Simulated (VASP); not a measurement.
# WC (P-6m2) in VASP: settings compared

The runs below take WC through single point, relaxation of cell and atoms, with revPBE, RPBE, PBE+D3(BJ).

Program: VASP 6.6.1. These are calculated values, not measurements. Logs are shortened: lines on timing, memory, paths and dates and some standing lists are left out, and cuts for length are marked.

### 1 The cell of the first run

Symmetry: P-6m2, No. 187, hexagonal system. The conventional cell has a = 2.931 Å, b = 2.931 Å, c = 2.853 Å, α = 90.00°, β = 90.00°, γ = 120.00°. W (site symmetry -6m2) has 6 C at 2.21 Å and 8 W at 2.85 to 2.93 Å within 3.0 Å. Within 3.0 Å of C (site symmetry -6m2) lie 6 W at 2.21 Å and 8 C at 2.85 to 2.93 Å.

### 2 Single point, revPBE

INCAR reads:

```
SYSTEM = WC
PREC     = Accurate       ! precision mode
ENCUT    = 520            ! plane-wave cutoff, eV
EDIFF    = 1E-6           ! SCF threshold, eV
ISMEAR   = -1             ! smearing method
SIGMA    = 0.05           ! smearing width, eV
LREAL    = .False.        ! projectors in reciprocal space
LASPH    = .True.         ! aspherical terms in the spheres
NELM     = 80             ! most SCF steps
ALGO     = Normal         ! electronic algorithm
ISIF     = 2              ! what is computed and relaxed
LWAVE    = .False.        ! write WAVECAR
LCHARG   = .False.        ! write CHGCAR
GGA      = RE             ! functional
NBANDS   = 16             ! bands
```

KPOINTS reads:

```
Automatic mesh
0
Gamma
  10 10 9
  0 0 0
```

POSCAR reads:

```
WC
1.0
    2.9311348756      0.0000000000      0.0000000000
   -1.4655674378      2.5384372642      0.0000000000
    0.0000000000      0.0000000000      2.8534173433
W C
1 1
Direct
    0.0000000000      0.0000000000      0.0000000000
    0.6666666667      0.3333333333      0.5000000000
```

Potentials or basis: VASP PAW PBE potentials, release 64 (W_sv, C).

Run with:

```
> cat potpaw_PBE.64/W_sv/POTCAR potpaw_PBE.64/C/POTCAR > POTCAR
> mpirun -np 1 vasp_std > vasp.out
```

OUTCAR:

```text
SYSTEM = WC
   PREC = Accurate
   ENCUT = 520
   EDIFF = 1E-6
   ISMEAR = -1
   LREAL = .False.
   LASPH = .True.
   NELM = 80
   ISIF = 2
   GGA = RE

 ion  position               nearest neighbor table
   1  0.000  0.000  0.000-   2 2.21   2 2.21   2 2.21   2 2.21   2 2.21   2 2.21
   2  0.667  0.333  0.500-   1 2.21   1 2.21   1 2.21   1 2.21   1 2.21   1 2.21

  LATTYP: Found a hexagonal cell.
 ALAT       =     2.9311348756
 C/A-ratio  =     0.9734855148

  Lattice vectors:

 A1 = (   2.9311348756,   0.0000000000,   0.0000000000)
 A2 = (  -1.4655674378,   2.5384372642,   0.0000000000)
 A3 = (   0.0000000000,   0.0000000000,   2.8534173433)

Analysis of symmetry for initial positions (statically):
=====================================================================
 Subroutine PRICEL returns:
 Original cell was already a primitive cell.

 Routine SETGRP: Setting up the symmetry group for a
 hexagonal supercell.

 Subroutine GETGRP returns: Found 12 space group operations
 (whereof 12 operations were pure point group operations)
 out of a pool of 24 trial point group operations.

The static configuration has the point symmetry D_3h.

Analysis of symmetry for dynamics (positions and initial velocities):
=====================================================================
 Subroutine PRICEL returns:
 Original cell was already a primitive cell.

 Routine SETGRP: Setting up the symmetry group for a
 hexagonal supercell.

 Subroutine GETGRP returns: Found 12 space group operations
 (whereof 12 operations were pure point group operations)
 out of a pool of 24 trial point group operations.

The dynamic configuration has the point symmetry D_3h.

 Subroutine INISYM returns: Found 12 space group operations
 (whereof 12 operations are pure point group operations),
 and found     1 'primitive' translations

----------------------------------------------------------------------------------------

                                     Primitive cell

  volume of cell :      21.2309

  direct lattice vectors                    reciprocal lattice vectors
     2.931134876  0.000000000  0.000000000     0.341164785  0.196971581  0.000000000
    -1.465567438  2.538437264  0.000000000     0.000000000  0.393943161  0.000000000
     0.000000000  0.000000000  2.853417343     0.000000000  0.000000000  0.350456971

  length of vectors
     2.931134876  2.931134876  2.853417343     0.393943161  0.393943161  0.350456971

  position of ions in fractional coordinates (direct lattice)
     0.000000000  0.000000000  0.000000000
     0.666666667  0.333333333  0.500000000

  ion indices of the primitive-cell ions
   primitive index   ion index
                 1           1
                 2           2

----------------------------------------------------------------------------------------

 KPOINTS: Automatic mesh

Automatic generation of k-mesh.
 Grid dimensions read from file:
 generate k-points for:   10   10    9

 Generating k-lattice:

  Cartesian coordinates                     Fractional coordinates (reciprocal lattice)
     0.034116479  0.019697158  0.000000000     0.100000000  0.000000000  0.000000000
     0.000000000  0.039394316  0.000000000     0.000000000  0.100000000  0.000000000
     0.000000000  0.000000000  0.038939663     0.000000000  0.000000000  0.111111111

  Length of vectors
     0.039394316  0.039394316  0.038939663

  Shift w.r.t. Gamma in fractional coordinates (k-lattice)
     0.000000000  0.000000000  0.000000000

 Subroutine IBZKPT returns following result:
 ===========================================

 Found     70 irreducible k-points:

 Following reciprocal coordinates:
            Coordinates               Weight
  0.000000  0.000000  0.000000      1.000000
  0.100000  0.000000  0.000000      6.000000
  0.200000  0.000000  0.000000      6.000000
  0.300000 -0.000000  0.000000      6.000000
  0.400000  0.000000  0.000000      6.000000
  0.500000  0.000000  0.000000      3.000000
[... 16 lines left out ...]
  0.300000  0.100000  0.111111     24.000000
  0.400000  0.100000  0.111111     24.000000
 [... further k-points ...]
   k-points           NKPTS =     70   k-points in BZ     NKDIM =     70   number of bands    NBANDS=     16
   number of dos      NEDOS =    301   number of ions     NIONS =      2
   total plane-waves  NPLWV =  13824
   dimension x,y,z NGX =    24 NGY =   24 NGZ =   24
   dimension x,y,z NGXF=    48 NGYF=   48 NGZF=   48
   ions per type =               1   1
   NGX,Y,Z   is equivalent  to a cutoff of  13.61, 13.61, 13.98 a.u.
   NGXF,Y,Z  is equivalent  to a cutoff of  27.22, 27.22, 27.97 a.u.
 SYSTEM =  WC
   PREC   = accura    normal or accurate (medium, high low for compatibility)
   ISTART =      0    job   : 0-new  1-cont  2-samecut
   ICHARG =      2    charge: 1-file 2-atom 10-const
   ISPIN  =      1    spin polarized calculation?
   LNONCOLLINEAR =      F non collinear calculations
   LSORBIT =      F    spin-orbit coupling
   LASPH  =      T    aspherical Exc in radial PAW
   ENCUT  =  520.0 eV  38.22 Ry    6.18 a.u.   5.45  5.45  5.31*2*pi/ulx,y,z
   NELM   =     80;   NELMIN=  2; NELMDL= -5     # of ELM steps
   EDIFF  = 0.1E-05   stopping-criterion for ELM
   LREAL  =      F    real-space projection
   EDIFFG = 0.1E-04   stopping-criterion for IOM
   NSW    =      0    number of steps for IOM
   IBRION =     -1    ionic relax: 0-MD 1-quasi-New 2-CG
   NFREE  =      0    steps in history (QN), initial steepest desc. (CG)
   ISIF   =      2    stress and relaxation
   ISYM   =      2    0-nonsym 1-usesym 2-fastsym
   POTIM  = 0.5000    time-step for ionic-motion
   TEBEG  =    0.0;   TEEND  =   0.0 temperature during run
   PSTRESS=    0.0 pullay stress
   NELECT =      18.0000    total number of electrons
   NUPDOWN=      -1.0000    fix difference up-down
   EMIN   =  10.00;   EMAX   =-10.00  energy-range for DOS
   EFERMI =   0.00;   METHOD = LEGACY
   ISMEAR =    -1;   SIGMA  =   0.05  broadening in eV -4-tet -1-fermi 0-gaus
   EFERMI_NEDOS =   21; number of points for ismear=-14 and -15
   IALGO  =     38    algorithm
   IMIX   =      4    mixing-type and parameters
     AMIX     =   0.40;   BMIX     =  1.00
     AMIX_MAG =   1.60;   BMIX_MAG =  1.00
  volume/ion in A,a.u.               =      10.62        71.64
  Fermi-wavevector in a.u.,A,eV,Ry     =   1.549446  2.928029 32.664641  2.400783
  Thomas-Fermi vector in A             =   2.654252
   LORBIT       =      0    0 simple, 1 ext, 2 COOP (PROOUT), +10 PAW based schemes
   GGA     = RE    functional components
   LHFCALC =     F    Hartree Fock is set to
   AEXX    =    0.0000 exact exchange contribution
   IVDW    =     0    specifies the selected vdW correction
   LEPSILON=     F    determine dielectric tensor
   LRPA    =     F    only Hartree local field effects (RPA)
 non-spin polarized calculation
  energy-cutoff  :      520.00
  volume of cell :       21.23
 maximum number of plane-waves:       599
 NGX is ok and might be reduce to    24
   NGX = 11   NGY = 11   NGZ = 11

 number of electron      18.0000000 magnetization

 Free energy of the ion-electron system (eV)
  ---------------------------------------------------
  ext. energy  EPLUGINS =         0.00000000
  ---------------------------------------------------
  free energy    TOTEN  =       -21.60062053 eV

  energy without entropy =      -21.59872587  energy(sigma->0) =      -21.59967320

 E-fermi :  10.8270     XC(G=0): -13.6380

 val. band max:       10.7419885070   @ k =   0.0000   0.0000   0.3333
 cond. band min:      10.8441982914   @ k =   0.1000   0.0000   0.3333
 fundamental gap:      0.1022097844
 Fermi energy:        10.8269708267

 k-point     1 :       0.0000    0.0000    0.0000
  band No.  band energies     occupation
      1     -63.2479      2.00000
      2     -27.2223      2.00000
      3     -27.1334      2.00000
      4     -27.1334      2.00000
      5      -3.4919      2.00000
      6       6.6422      2.00000
[... 8 lines left out ...]
     15      24.9494      0.00000
     16      27.3145      0.00000

 k-point     2 :       0.1000    0.0000    0.0000
  band No.  band energies     occupation
      1     -63.2430      2.00000
      2     -27.2128      2.00000
      3     -27.2077      2.00000
      4     -27.1503      2.00000
      5      -3.2402      2.00000
      6       6.6614      2.00000
[... 8 lines left out ...]
     15      24.5333      0.00000
     16      27.8474      0.00000

 k-point     3 :       0.2000    0.0000    0.0000
  band No.  band energies     occupation
      1     -63.2300      2.00000
      2     -27.3986      2.00000
      3     -27.1943      2.00000
      4     -27.1878      2.00000
      5      -2.5465      2.00000
      6       5.9197      2.00000
[... 8 lines left out ...]
     15      24.3744      0.00000
     16      29.0704      0.00000

 k-point     4 :       0.3000   -0.0000    0.0000
  band No.  band energies     occupation
      1     -63.2141      2.00000
      2     -27.6274      2.00000
      3     -27.2482      2.00000
      4     -27.1567      2.00000
      5      -1.5858      2.00000
      6       4.9348      2.00000
[... 8 lines left out ...]
     15      25.2503      0.00000
     16      27.8073      0.00000
[... 324 lines left out ...]
 k-point    22 :       0.2000    0.1000    0.1111
  band No.  band energies     occupation
      1     -63.2153      2.00000
      2     -27.5217      2.00000
      3     -27.2480      2.00000
      4     -27.2402      2.00000
      5      -1.7233      2.00000
      6       5.4743      2.00000
[... 8 lines left out ...]
     15      24.2887      0.00000
     16      28.2342      0.00000

 k-point    23 :       0.3000    0.1000    0.1111
  band No.  band energies     occupation
      1     -63.2009      2.00000
      2     -27.7107      2.00000
      3     -27.3020      2.00000
      4     -27.2180      2.00000
      5      -0.8210      2.00000
      6       4.6074      2.00000
[... 8 lines left out ...]
     15      24.8444      0.00000
     16      27.1643      0.00000

 k-point    24 :       0.4000    0.1000    0.1111
  band No.  band energies     occupation
      1     -63.1920      2.00000
      2     -27.8250      2.00000
      3     -27.3399      2.00000
      4     -27.1994      2.00000
      5      -0.1552      2.00000
      6       4.0445      2.00000
[... 8 lines left out ...]
     15      23.9356      0.00000
     16      27.9870      0.00000

 [... further k-points ...]
[... 5 lines left out ...]
  --------------------------------------------------------------------------------------
  -------------------------------------------------------------------------------------
  Total        0.1030124      0.1030124      0.1324493      0.0000000      0.0000000      0.0000000
  in kB        7.7737862      7.7737862      9.9952281      0.0000000      0.0000000      0.0000000
  external PRESSURE =       8.5142669 kB  Pullay stress =       0.0000000 kB

 VOLUME and BASIS-vectors are now :
 -----------------------------------------------------------------------------
  energy-cutoff  :      520.00
  volume of cell :       21.23
      direct lattice vectors                 reciprocal lattice vectors
     2.931134876  0.000000000  0.000000000     0.341164785  0.196971581  0.000000000
    -1.465567438  2.538437264  0.000000000     0.000000000  0.393943161  0.000000000
     0.000000000  0.000000000  2.853417343     0.000000000  0.000000000  0.350456971

 POSITION                                       TOTAL-FORCE (eV/Angst)
 -----------------------------------------------------------------------------------
      0.00000      0.00000      0.00000         0.000000     -0.000000      0.000000
      1.46557      0.84615      1.42671         0.000000      0.000000      0.000000
 -----------------------------------------------------------------------------------
    total drift:                               -0.000000      0.000000      0.000000

  FREE ENERGIE OF THE ION-ELECTRON SYSTEM (eV)
  ---------------------------------------------------
  free  energy   TOTEN  =       -21.6006205272 eV

  energy  without entropy=      -21.5987258701  energy(sigma->0) =      -21.59967320
```

It took 26 s on 1 thread of Intel Xeon 8259CL, shared host; peak memory 0.16 GiB.

Results:

```
Free energy            : -21.6006 eV
Pressure               : 0.9 GPa
Band gap on the k mesh : zero (bands 9 and 10 overlap by 1.17 eV)
```

Caveat: the PAW data sets were made with another functional, which shifts forces and pressure a little; spin-orbit coupling is left out, which moves the levels of the heavy elements.

### 3 Single point, RPBE

This run uses another cell than the first one, of 10.65 Å³/atom.

INCAR reads:

```
SYSTEM = WC
PREC = Accurate
ENCUT = 520
EDIFF = 1E-7
ISMEAR = -1
SIGMA = 0.05
LREAL = .False.
LASPH = .True.
NELM = 100
ALGO = Normal
ISIF = 2
LWAVE = .False.
LCHARG = .False.
GGA = RP
NBANDS = 16
```

KPOINTS is that of step 2.

POSCAR reads:

```
WC
1.0
    2.9342214009      0.0000000000      0.0000000000
   -1.4671107005      2.5411102735      0.0000000000
    0.0000000000      0.0000000000      2.8561843810
W C
1 1
Direct
    0.0000000000      0.0000000000      0.0000000000
    0.6666666667      0.3333333333      0.5000000000
```

Potentials or basis: VASP PAW PBE potentials, release 64 (W_sv, C).

Run with:

```
> cat potpaw_PBE.64/W_sv/POTCAR potpaw_PBE.64/C/POTCAR > POTCAR
> mpirun -np 1 vasp_std > vasp.out
```

It took 29 s on 1 thread of Intel Xeon 8259CL, shared host; peak memory 0.15 GiB.

It converged, with:

* Free energy: -21.4120 eV
* Pressure: 0.8 GPa
* Band gap on the k mesh: zero (bands 9 and 10 overlap by 1.16 eV)

Stress tensor (GPa, compression positive):
```
0.75 0.00 0.00
0.00 0.75 0.00
0.00 0.00 0.96
```

Levels at points of the mesh, in eV from the Fermi level:
| k point | band 6 | band 7 | band 8 | band 9 | band 10 | band 11 | band 12 | band 13 |
| --- | --- | --- | --- | --- | --- | --- | --- | --- |
| (0.00, 0.00, 0.00) | -4.17 | -3.25 | -3.25 | 0.10 | 3.12 | 3.12 | 5.50 | 5.50 |
| (0.50, 0.00, 0.00) | -6.94 | -3.48 | -3.46 | -0.48 | 2.28 | 4.36 | 4.69 | 6.73 |

Caveat: the PAW data sets were made with another functional, which shifts forces and pressure a little; spin-orbit coupling is left out, which moves the levels of the heavy elements.

### 4 Relaxation of cell and atoms, PBE+D3(BJ)

This run uses another cell than the first one, of 10.38 Å³/atom.

INCAR reads:

```
SYSTEM = WC
PREC = Accurate
ENCUT = 600
EDIFF = 1E-6
ISMEAR = -1
SIGMA = 0.05
LREAL = .FALSE.
LASPH = .TRUE.
NELM = 80
ALGO = Normal
ISIF = 3
LWAVE = .FALSE.
LCHARG = .FALSE.
GGA = PE
IVDW = 12
IBRION = 2
NSW = 80
EDIFFG = -0.02
```

KPOINTS reads:

```
Automatic mesh
0
G
  10 10 9
  0 0 0
```

POSCAR reads:

```
WC
1.0
    2.9065000000      0.0000000000      0.0000000000
   -1.4532500000      2.5171028361      0.0000000000
    0.0000000000      0.0000000000      2.8366000000
W C
1 1
Direct
    0.0000000000      0.0000000000      0.0000000000
    0.6666666667      0.3333333333      0.5000000000
```

Run with:

```
> cat potpaw_PBE.64/W_sv/POTCAR potpaw_PBE.64/C/POTCAR > POTCAR
> mpirun -np 1 vasp_std > vasp.out
```

Run time: 56 s. Hardware: 1 thread of Intel Xeon 8259CL, shared host; peak memory 0.17 GiB.

The run converged. Its results:

```
Free energy                           : -23.3712 eV
Relaxed volume                        : 10.36 Å³/atom
Relaxed cell                          : a = 2.905 Å, b = 2.905 Å, c = 2.834 Å, α = 90.00°, β = 90.00°, γ = 120.00°
Space group after relaxing (to 0.1 Å) : P-6m2 (No. 187)
Energy gained by relaxing             : 0.0 meV/atom
Ionic steps                           : 3
Pressure after relaxing               : 0.0 GPa
Band gap on the k mesh                : zero (bands 9 and 10 overlap by 1.19 eV)
Dispersion energy per atom            : -0.463 eV
```

Final structure:
```xyz
2
Lattice="2.9052 0.0000 0.0000 -1.4526 2.5160 0.0000 0.0000 0.0000 2.8343" Properties=species:S:1:pos:R:3 pbc="T T T"
W     0.0000    0.0000    2.8343
C     1.4526    0.8387    1.4171
```

Levels at points of the mesh, in eV from the Fermi level:
```csv
k point,band 5,band 6,band 7,band 8,band 9,band 10,band 11,band 12,band 13
"(0.00, 0.00, 0.00)",-14.46,-4.32,-3.34,-3.34,0.09,3.25,3.25,5.64,5.64
"(0.50, 0.00, 0.00)",-11.11,-7.04,-3.62,-3.57,-0.47,2.36,4.55,4.90,6.87
```

Caveat: spin-orbit coupling is left out, which moves the levels of the heavy elements.

### 5 The runs side by side

| task | level | cell | cutoff (eV) | gap on the mesh (eV) | pressure (GPa) |
| --- | --- | --- | --- | --- | --- |
| single point | revPBE | a = 2.931, b = 2.931, c = 2.853 Å, angles 90.0, 90.0, 120.0°, 2 atoms | 520 | none | 0.9 |
| single point | RPBE | a = 2.934, b = 2.934, c = 2.856 Å, angles 90.0, 90.0, 120.0°, 2 atoms | 520 | none | 0.8 |
| relaxation of cell and atoms | PBE+D3(BJ) | relaxed from a = 2.906, b = 2.907, c = 2.837 Å, angles 90.0, 90.0, 120.0°, 2 atoms | 600 | none | 0.0 |

Alike in all rows: potentials or basis VASP PAW PBE potentials, release 64 (W_sv, C); no spin polarisation; k mesh 10 × 10 × 9; smearing fermi-dirac 0.05 eV.

Caveats: spin-orbit coupling is left out, which moves the levels of the heavy elements; the PAW data sets were made with another functional, which shifts forces and pressure a little (at least some runs).

Absolute energies hang on the potentials; compare differences alone.
